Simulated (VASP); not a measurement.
Here is a VASP 6.6.1 calculation.

The input INCAR:

```
ALGO = Normal ; EDIFF = 1E-6
ENCUT = 520 ; GGA = PE
GGA_COMPAT = False ; ISIF = 2
ISMEAR = -1 ; LASPH = True
LCHARG = False ; LMAXMIX = 4
LORBIT = 11 ; LORBMOM = True
LREAL = False ; LSORBIT = True
LWAVE = False ; MAGMOM = 0 0 0
NBANDS = 23 ; NELM = 150
PREC = Accurate ; SIGMA = 0.08
```

The input KPOINTS:

```
k-points
0
Gamma
  17 17 17
```

Contents of POSCAR:

```
Ti
1.0
   -1.6410000000      1.6410000000      1.6410000000
    1.6410000000     -1.6410000000      1.6410000000
    1.6410000000      1.6410000000     -1.6410000000
Ti
1
Direct
    0.0000000000      0.0000000000      0.0000000000
```

Potentials or basis: VASP PAW PBE potentials, release 64 (Ti_sv).

Launch:

```console
$ cat potpaw_PBE.64/Ti_sv/POTCAR > POTCAR
$ mpirun -np 1 vasp_ncl > vasp.out
```

Question: Predict the pressure.

Answer: -2.5 GPa.

Question: Predict the net moment.

Answer: 0.00 μB per cell.

Moments on the atoms (μB; x, y, z):
```
Ti  0.00 0.00 0.00
```
